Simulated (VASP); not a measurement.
# WC (P1) in VASP: notebook

Runs on WC. Level: LDA. Tasks: single point.

Everything below comes from runs of VASP 6.6.1. Logs are shortened: lines on timing, memory, paths and dates and some standing lists are left out, and cuts for length are marked.

## 1. The cell of the first run

The typed cell holds 16 atoms: a = 6.080 Å, b = 5.265 Å, c = 5.948 Å, α = 90.00°, β = 90.00°, γ = 90.00°.

## 2. Single point, LDA

INCAR

```
  PREC = Accurate
  ENCUT = 520
  EDIFF = 1E-7
  ISMEAR = -1
  SIGMA = 0.24
  LREAL = Auto
  LASPH = True
  NELM = 100
  ALGO = Normal
  ISIF = 2
  LWAVE = False
  LCHARG = False
  GGA = CA
  NBANDS = 86
```

KPOINTS

```
regular mesh
0
Gamma
  2 2 2
```

POSCAR

```
WC
1.0
   -3.0399550000     -5.2653570000      0.0000000000
    4.5599330000     -2.6326780000      0.0000000000
    0.0000000000      0.0000000000      5.9480900000
W C
8 8
Direct
    0.7328823130      0.5194000113     -0.0161060105
    0.7863030350      0.5054297602      0.4685705832
    0.4752827672      0.0011268202     -0.0177535982
    0.5136059977      0.0201623841      0.5345245280
    0.2295303541      0.5239686521      0.0143575501
    0.1970057286      0.4666710124      0.4988828347
    0.0099471329      0.0170263108     -0.0204267252
   -0.0085339677      0.0027099351      0.4762200975
    0.4942596629      0.6497742694      0.2894374497
    0.5022717242      0.6697211208      0.7599750508
    0.1999465680      0.1822896453      0.2468355388
    0.2273625688      0.1549961321      0.7206010669
   -0.0235564694      0.6522002391      0.2226933352
   -0.0359760067      0.7203032497      0.7130356131
    0.7245867716      0.1327894904      0.2438093573
    0.7382926246      0.1940327534      0.7642621413
```

Potentials or basis: VASP PAW LDA potentials, release 64 (W_sv, C).

Run with:

```
cat potpaw_LDA.64/W_sv/POTCAR potpaw_LDA.64/C/POTCAR > POTCAR
mpirun -np 1 vasp_std > vasp.out
```

OUTCAR:

```text
PREC = Accurate
   ENCUT = 520
   EDIFF = 1E-7
   ISMEAR = -1
   LREAL = Auto
   LASPH = True
   NELM = 100
   ISIF = 2
   GGA = CA

 ion  position               nearest neighbor table
   1  0.733  0.519  0.984-  10 2.09  16 2.15  13 2.17  14 2.39   9 2.42  15 2.56   2 2.90   3 2.98
                             5 3.03   5 3.07   2 3.08   7 3.12   7 3.14   3 3.15
   2  0.786  0.505  0.469-  13 2.02  14 2.14   9 2.21  15 2.40  16 2.42   6 2.51  10 2.60   8 2.90
                             1 2.90   8 2.93   4 3.07   1 3.08   4 3.20
   3  0.475  0.001  0.982-  10 2.20  15 2.28  16 2.30  12 2.31  11 2.49   9 2.60   4 2.68   7 2.83
                             5 2.93   1 2.98   5 3.14   1 3.15   7 3.25   4 3.29
   4  0.514  0.020  0.535-  16 2.14  12 2.18  15 2.23  10 2.28   9 2.44   3 2.68  11 2.70   8 2.93
                             6 3.05   2 3.07   8 3.19   2 3.20   3 3.29
   5  0.230  0.524  0.014-  13 2.09  11 2.28  10 2.37   9 2.39  12 2.61  14 2.62   6 2.90   7 2.93
                             3 2.93   7 2.99   1 3.03   1 3.07   6 3.09   3 3.14
   6  0.197  0.467  0.499-  12 2.11  11 2.12  14 2.33  13 2.33   9 2.40   2 2.51  10 2.65   8 2.75
                             5 2.90   4 3.05   5 3.09   8 3.09
   7  0.010  0.017  0.980-  11 2.15  12 2.16  14 2.24  16 2.29  13 2.41  15 2.42   3 2.83   5 2.93
                             8 2.96   5 2.99   8 3.00   1 3.12   1 3.14   3 3.25
   8  0.991  0.003  0.476-  14 2.06  11 2.09  12 2.19  15 2.24  13 2.39  16 2.51   6 2.75   2 2.90
                             2 2.93   4 2.93   7 2.96   7 3.00   6 3.09   4 3.19
   9  0.494  0.650  0.289-   2 2.21   5 2.39   6 2.40   1 2.42   4 2.44   3 2.60
  10  0.502  0.670  0.760-   1 2.09   3 2.20   4 2.28   5 2.37   2 2.60   6 2.65
  11  0.200  0.182  0.247-   8 2.09   6 2.12   7 2.15   5 2.28   3 2.49   4 2.70
  12  0.227  0.155  0.721-   6 2.11   7 2.16   4 2.18   8 2.19   3 2.31   5 2.61
  13  0.976  0.652  0.223-   2 2.02   5 2.09   1 2.17   6 2.33   8 2.39   7 2.41
  14  0.964  0.720  0.713-   8 2.06   2 2.14   7 2.24   6 2.33   1 2.39   5 2.62
  15  0.725  0.133  0.244-   4 2.23   8 2.24   3 2.28   2 2.40   7 2.42   1 2.56
  16  0.738  0.194  0.764-   4 2.14   1 2.15   7 2.29   3 2.30   2 2.42   8 2.51

  LATTYP: Found a simple orthorhombic cell.
 ALAT       =     5.2653568176
 B/A-ratio  =     1.1296651312
 C/A-ratio  =     1.1547005517

  Lattice vectors:

 A1 = (   4.5599330000,  -2.6326780000,   0.0000000000)
 A2 = (   0.0000000000,   0.0000000000,   5.9480900000)
 A3 = (  -3.0399550000,  -5.2653570000,   0.0000000000)

Analysis of symmetry for initial positions (statically):
=====================================================================
 Subroutine PRICEL returns:
 Original cell was already a primitive cell.

 Routine SETGRP: Setting up the symmetry group for a
 simple orthorhombic supercell.

 Subroutine GETGRP returns: Found  1 space group operations
 (whereof  1 operations were pure point group operations)
 out of a pool of  8 trial point group operations.

The static configuration has the point symmetry C_1 .

Analysis of symmetry for dynamics (positions and initial velocities):
=====================================================================
 Subroutine PRICEL returns:
 Original cell was already a primitive cell.

 Routine SETGRP: Setting up the symmetry group for a
 simple orthorhombic supercell.

 Subroutine GETGRP returns: Found  1 space group operations
 (whereof  1 operations were pure point group operations)
 out of a pool of  8 trial point group operations.

The dynamic configuration has the point symmetry C_1 .

 Subroutine INISYM returns: Found  1 space group operations
 (whereof  1 operations are pure point group operations),
 and found     1 'primitive' translations

----------------------------------------------------------------------------------------

                                     Primitive cell

  volume of cell :     190.4156

  direct lattice vectors                    reciprocal lattice vectors
    -3.039955000 -5.265357000  0.000000000    -0.082238041 -0.142440495  0.000000000
     4.559933000 -2.632678000  0.000000000     0.164476113 -0.094960319  0.000000000
     0.000000000  0.000000000  5.948090000     0.000000000  0.000000000  0.168121195

  length of vectors
     6.079910422  5.265356818  5.948090000     0.164476107  0.189920652  0.168121195

  position of ions in fractional coordinates (direct lattice)
     0.732882313  0.519400011  0.983893989
     0.786303035  0.505429760  0.468570583
     0.475282767  0.001126820  0.982246402
     0.513605998  0.020162384  0.534524528
     0.229530354  0.523968652  0.014357550
     0.197005729  0.466671012  0.498882835
[... 8 lines left out ...]
     0.724586772  0.132789490  0.243809357
     0.738292625  0.194032753  0.764262141

  ion indices of the primitive-cell ions
   primitive index   ion index
                 1           1
                 2           2
                 3           3
                 4           4
                 5           5
                 6           6
[... 8 lines left out ...]
                15          15
                16          16

----------------------------------------------------------------------------------------

 KPOINTS: regular mesh

Automatic generation of k-mesh.
 Grid dimensions read from file:
 generate k-points for:    2    2    2

 Generating k-lattice:

  Cartesian coordinates                     Fractional coordinates (reciprocal lattice)
    -0.041119020 -0.071220247  0.000000000     0.500000000  0.000000000  0.000000000
     0.082238057 -0.047480160  0.000000000     0.000000000  0.500000000  0.000000000
     0.000000000  0.000000000  0.084060598     0.000000000  0.000000000  0.500000000

  Length of vectors
     0.082238054  0.094960326  0.084060598

  Shift w.r.t. Gamma in fractional coordinates (k-lattice)
     0.000000000  0.000000000  0.000000000

 Subroutine IBZKPT returns following result:
 ===========================================

 Found      8 irreducible k-points:

 Following reciprocal coordinates:
            Coordinates               Weight
  0.000000  0.000000  0.000000      1.000000
  0.500000 -0.000000  0.000000      1.000000
  0.000000  0.500000  0.000000      1.000000
  0.500000  0.500000  0.000000      1.000000
  0.000000  0.000000  0.500000      1.000000
  0.500000 -0.000000  0.500000      1.000000
  0.000000  0.500000  0.500000      1.000000
  0.500000  0.500000  0.500000      1.000000
   k-points           NKPTS =      8   k-points in BZ     NKDIM =      8   number of bands    NBANDS=     86
   number of dos      NEDOS =    301   number of ions     NIONS =     16
   total plane-waves  NPLWV =  92160
   dimension x,y,z NGX =    48 NGY =   40 NGZ =   48
   dimension x,y,z NGXF=    96 NGYF=   80 NGZF=   96
   ions per type =               8   8
   NGX,Y,Z   is equivalent  to a cutoff of  13.12, 12.63, 13.42 a.u.
   NGXF,Y,Z  is equivalent  to a cutoff of  26.25, 25.26, 26.83 a.u.
 SYSTEM =  unknown system
   PREC   = accura    normal or accurate (medium, high low for compatibility)
   ISTART =      0    job   : 0-new  1-cont  2-samecut
   ICHARG =      2    charge: 1-file 2-atom 10-const
   ISPIN  =      1    spin polarized calculation?
   LNONCOLLINEAR =      F non collinear calculations
   LSORBIT =      F    spin-orbit coupling
   LASPH  =      T    aspherical Exc in radial PAW
   ENCUT  =  520.0 eV  38.22 Ry    6.18 a.u.  11.30  9.79 11.06*2*pi/ulx,y,z
   NELM   =    100;   NELMIN=  2; NELMDL= -5     # of ELM steps
   EDIFF  = 0.1E-06   stopping-criterion for ELM
   LREAL  =      T    real-space projection
   EDIFFG = 0.1E-05   stopping-criterion for IOM
   NSW    =      0    number of steps for IOM
   IBRION =     -1    ionic relax: 0-MD 1-quasi-New 2-CG
   NFREE  =      0    steps in history (QN), initial steepest desc. (CG)
   ISIF   =      2    stress and relaxation
   ISYM   =      2    0-nonsym 1-usesym 2-fastsym
   POTIM  = 0.5000    time-step for ionic-motion
   TEBEG  =    0.0;   TEEND  =   0.0 temperature during run
   PSTRESS=    0.0 pullay stress
   NELECT =     144.0000    total number of electrons
   NUPDOWN=      -1.0000    fix difference up-down
   EMIN   =  10.00;   EMAX   =-10.00  energy-range for DOS
   EFERMI =   0.00;   METHOD = LEGACY
   ISMEAR =    -1;   SIGMA  =   0.24  broadening in eV -4-tet -1-fermi 0-gaus
   EFERMI_NEDOS =   21; number of points for ismear=-14 and -15
   IALGO  =     38    algorithm
   IMIX   =      4    mixing-type and parameters
     AMIX     =   0.40;   BMIX     =  1.00
     AMIX_MAG =   1.60;   BMIX_MAG =  1.00
  volume/ion in A,a.u.               =      11.90        80.31
  Fermi-wavevector in a.u.,A,eV,Ry     =   1.491517  2.818558 30.267826  2.224622
  Thomas-Fermi vector in A             =   2.604162
   LORBIT       =      0    0 simple, 1 ext, 2 COOP (PROOUT), +10 PAW based schemes
   GGA     = CA    functional components
   LHFCALC =     F    Hartree Fock is set to
   AEXX    =    0.0000 exact exchange contribution
   IVDW    =     0    specifies the selected vdW correction
   LEPSILON=     F    determine dielectric tensor
   LRPA    =     F    only Hartree local field effects (RPA)
 non-spin polarized calculation
  energy-cutoff  :      520.00
  volume of cell :      190.42
 maximum number of plane-waves:      5164
 NGX is ok and might be reduce to    48
   NGX = 23   NGY = 19   NGZ = 23

 number of electron     144.0000001 magnetization

 Free energy of the ion-electron system (eV)
  ---------------------------------------------------
  ext. energy  EPLUGINS =         0.00000000
  ---------------------------------------------------
  free energy    TOTEN  =      -187.46387297 eV

  energy without entropy =     -186.37895993  energy(sigma->0) =     -186.92141645

 E-fermi :   9.4338     XC(G=0): -13.1915

 val. band max:        9.3981101828   @ k =   0.5000  -0.0000   0.5000
 cond. band min:       9.5097392454   @ k =   0.0000   0.0000   0.5000
 fundamental gap:      0.1116290626
 Fermi energy:         9.4337549075

 k-point     1 :       0.0000    0.0000    0.0000
  band No.  band energies     occupation
      1     -64.6354      2.00000
      2     -64.6019      2.00000
      3     -64.5919      2.00000
      4     -64.5529      2.00000
      5     -64.5445      2.00000
      6     -64.5168      2.00000
[... 685 lines left out ...]
     83      12.3411      0.00001
     84      12.4075      0.00001
 [bands above 84 left out]

------------------------ aborting loop because EDIFF is reached ----------------------------------------

  FORCE on cell =-STRESS in cart. coord.  units (eV):
  Direction    XX          YY          ZZ          XY          YZ          ZX
  --------------------------------------------------------------------------------------
  -------------------------------------------------------------------------------------
  Total      -33.7363309    -30.9325012    -43.4168224      2.2771380      1.5311587     -1.4793014
  in kB     -283.8611193   -260.2693941   -365.3138164     19.1600842     12.8833342    -12.4470012
  external PRESSURE =    -303.1481099 kB  Pullay stress =       0.0000000 kB

 VOLUME and BASIS-vectors are now :
 -----------------------------------------------------------------------------
  energy-cutoff  :      520.00
  volume of cell :      190.42
      direct lattice vectors                 reciprocal lattice vectors
    -3.039955000 -5.265357000  0.000000000    -0.082238041 -0.142440495  0.000000000
     4.559933000 -2.632678000  0.000000000     0.164476113 -0.094960319  0.000000000
     0.000000000  0.000000000  5.948090000     0.000000000  0.000000000  0.168121195

 POSITION                                       TOTAL-FORCE (eV/Angst)
 -----------------------------------------------------------------------------------
      0.14050     -5.22630      5.85229        -0.766631      0.600358      0.369309
     -0.08560     -5.47080      2.78710         2.683596      6.357548      2.569837
     -1.43970     -2.50550      5.84249        -0.159436     -1.565644      2.522518
     -1.46940     -2.75740      3.17940        -1.039260      2.279262     -3.888201
      1.69150     -2.58800      0.08540        -1.848567     -0.692960     -1.648720
      1.52910     -2.26590      2.96740         0.166185     -5.972401     -0.403784
[... 8 lines left out ...]
     -1.59720     -4.16480      1.45020         0.945761     -1.062763     -0.123259
     -1.35960     -4.39820      4.54590        -0.694202     -0.081734     -0.600530
 -----------------------------------------------------------------------------------
    total drift:                                0.001383     -0.008348      0.009828

  FREE ENERGIE OF THE ION-ELECTRON SYSTEM (eV)
  ---------------------------------------------------
  free  energy   TOTEN  =      -187.4638729669 eV

  energy  without entropy=     -186.3789599316  energy(sigma->0) =     -186.92141645
```

It took 5.2 min on 1 thread of Intel Xeon 6975P-C, shared host; peak memory 0.29 GiB.

Results:

| Property | Result |
| --- | --- |
| Free energy | -187.4639 eV |
| Pressure | -30.3 GPa |
| Largest force | 7.364 eV/Å |
| Band gap on the k mesh | zero (band 72 reaches 9.51 eV, above the bottom of band 73 at 9.10 eV) |

Forces on the atoms (eV/Å):
```
W   -0.767  0.600  0.369
W    2.684  6.358  2.570
W   -0.159 -1.566  2.523
W   -1.039  2.279 -3.888
W   -1.849 -0.693 -1.649
W    0.166 -5.972 -0.404
W    0.787  2.871  0.738
W    0.781  1.199  0.346
C    0.735  0.296 -1.837
C    1.642  0.429  0.228
C   -1.236 -1.775 -1.272
C    0.180 -1.290  1.213
C    0.693 -1.862 -0.401
C   -2.870  0.272  2.189
C    0.946 -1.063 -0.123
C   -0.694 -0.082 -0.601
```

Stress tensor (GPa, compression positive):
```
-28.39   1.92  -1.24
  1.92 -26.03   1.29
 -1.24   1.29 -36.53
```

Caveat: the k points lie up to 0.60 Å⁻¹ apart; spin-orbit coupling is left out, which moves the levels of the heavy elements; forces of over 1 eV/Å act on the atoms, so gaps and moduli don't describe the material at rest.

(Part 1 of 2 ends here.)
